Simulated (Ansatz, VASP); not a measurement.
# HgSe: VASP beside Ansatz

File INCAR:

```
SYSTEM = HgSe
ALGO = Normal ; EDIFF = 1E-7
EDIFFG = -0.002 ; ENCUT = 500
GGA = PE ; GGA_COMPAT = .FALSE.
IBRION = 2 ; ISIF = 3
ISMEAR = 0 ; LASPH = .TRUE.
LCHARG = .FALSE. ; LREAL = .FALSE.
LWAVE = .FALSE. ; NELM = 120
NELMIN = 4 ; NSW = 100
PREC = Accurate ; SIGMA = 0.03
```

File KPOINTS:

```
k-points
0
G
  16 16 16
  0 0 0
```

Contents of POSCAR:

```
HgSe
1.0
    0.0000000000      3.0390000000      3.0390000000
    3.0390000000      0.0000000000      3.0390000000
    3.0390000000      3.0390000000      0.0000000000
Hg Se
1 1
Direct
    0.0000000000      0.0000000000      0.0000000000
    0.2500000000      0.2500000000      0.2500000000
```

Input for Ansatz:

```yaml
crystal:
  lattice:
    - [0.0, 3.039, 3.039]
    - [3.039, 0.0, 3.039]
    - [3.039, 3.039, 0.0]
  atoms:
    - { symbol: Hg, position: [0.0, 0.0, 0.0] }
    - { symbol: Se, position: [0.25, 0.25, 0.25] }
basis:
  ecutwfc: 420
kpoints:
  mp_grid: { grid: [16, 16, 16] }
hamiltonian:
  xc: pbe
scf:
  occupations: { method: gaussian, width: 0.03 }
output:
  forces: true
  stress: true
  eigenvalues: true
  write_density: true
  write_potential: true
  elf: true
  volumetric_format: npy
relax:
  adjacent_minimum: "off"
  f_tol: 0.002
  max_steps: 80
  cell: { stress_tol: 0.02 }
```

Alike in both runs: task relaxation of cell and atoms; functional PBE; k mesh 16 × 16 × 16; occupations gaussian, width 0.03 eV; no spin polarisation.

```csv
,VASP,Ansatz
version,VASP 6.6.1,Ansatz 0.2.0
potentials or method,"VASP PAW PBE potentials, release 64 (Hg, Se), cutoff 500 eV","scalar-relativistic, plane waves, PAW"
valence electrons in the cell,18,36
```

```csv
,VASP,Ansatz,Ansatz less VASP
"gap on the k mesh at the Fermi level, each at its own relaxed structure (eV)",none,none,-
relaxed volume (Å³/atom),30.81,30.67,-0.139
relaxed cell length with the largest relative difference (Å),4.433,4.427,-0.0067
```

A gap of «none» marks a metal or a gap that the smearing closes. VASP's potentials hold 18 valence electrons a cell and Ansatz's 36, so a difference there can come from the potentials and not from the codes.

Neither program's run includes spin-orbit coupling.
